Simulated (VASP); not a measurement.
Set up this calculation in VASP 6.6.1, as the native input.

```yaml
Task: single point
Functional: PBE
Potentials_or_basis: VASP PAW PBE potentials, release 64 (Zr_sv, C)
Cutoff: 520 eV
k_mesh: 12 × 12 × 9
Occupations: gaussian, width 0.1 eV
Spin: no spin polarisation
Dipole_correction: no
Further_INCAR_settings: ALGO = Normal; EDIFF = 1e-06; NBANDS = 24
```

The structure of ZrC lies in POSCAR:

```
ZrC
1.0
    3.3722805498      0.0000000000      0.0000000000
   -1.6861402749      2.9204806248      0.0000000000
    0.0000000000      0.0000000000      5.2943649991
Zr C
2 2
Direct
    0.0000000000      0.0000000000      0.0000000000
    0.3333333333      0.6666666667      0.5000000000
    0.6666666667      0.3333333333      0.2500000000
    0.6666666667      0.3333333333      0.7500000000
```

The input as run:

INCAR

```
PREC = Accurate ; ENCUT = 520
EDIFF = 1E-6 ; ISMEAR = 0
SIGMA = 0.1 ; LREAL = F
LASPH = T ; NELM = 80
ALGO = Normal ; ISIF = 2
LWAVE = F ; LCHARG = F
GGA = PE ; NBANDS = 24
```

KPOINTS

```
regular mesh
0
Gamma
  12 12 9
```

Potentials or basis: VASP PAW PBE potentials, release 64 (Zr_sv, C).

Command:

```console
$ cat potpaw_PBE.64/Zr_sv/POTCAR potpaw_PBE.64/C/POTCAR > POTCAR
$ mpirun -np 1 vasp_std > vasp.out
```

Results of the run:

```
Pressure               : 0.2 GPa
Band gap on the k mesh : zero (bands 16 and 17 overlap by 1.18 eV)
```

Run time: 100 s on 1 thread of Intel(R) Xeon(R) Platinum 8375C CPU @ 2.90GHz (Ice Lake), on a shared host, peak memory 0.24 GiB.
